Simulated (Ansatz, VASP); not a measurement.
**I in VASP and in Ansatz**

```
I
1.0
     0.00000    2.36560    3.90984
     2.19225    0.00000    3.90984
     2.19225    2.36560    0.00000
I
1
Direct
  0.00000 0.00000 0.00000
```

Alike in both runs: task single point; functional PBE; k mesh 9 × 9 × 9; occupations gaussian, width 0.022 eV; no spin polarisation.

|  | VASP | Ansatz |
| --- | --- | --- |
| version | VASP 6.6.1 | Ansatz 0.2.0 |
| potentials or method | VASP PAW PBE potentials, release 64 (I) | Ansatz PAW |
| plane-wave cutoff (eV) | 520 | 420 |
| valence electrons in the cell | 7 | 17 |

|  | VASP | Ansatz | Ansatz less VASP |
| --- | --- | --- | --- |
| gap on the k mesh at the Fermi level (eV) | none | none | - |
| pressure (GPa) | 0.4 | 0.4 | +0.03 |
| traceless stress, the component that is largest in VASP (GPa) | 0.35 | 0.32 | -0.034 |

A gap of «none» marks a metal or a gap that the smearing closes. The functional is the same, so the differences come from potentials, cutoffs and numerics. VASP's potentials hold 7 valence electrons a cell and Ansatz's 17, so a difference there can come from the potentials and not from the codes.

Neither program's run includes spin-orbit coupling.
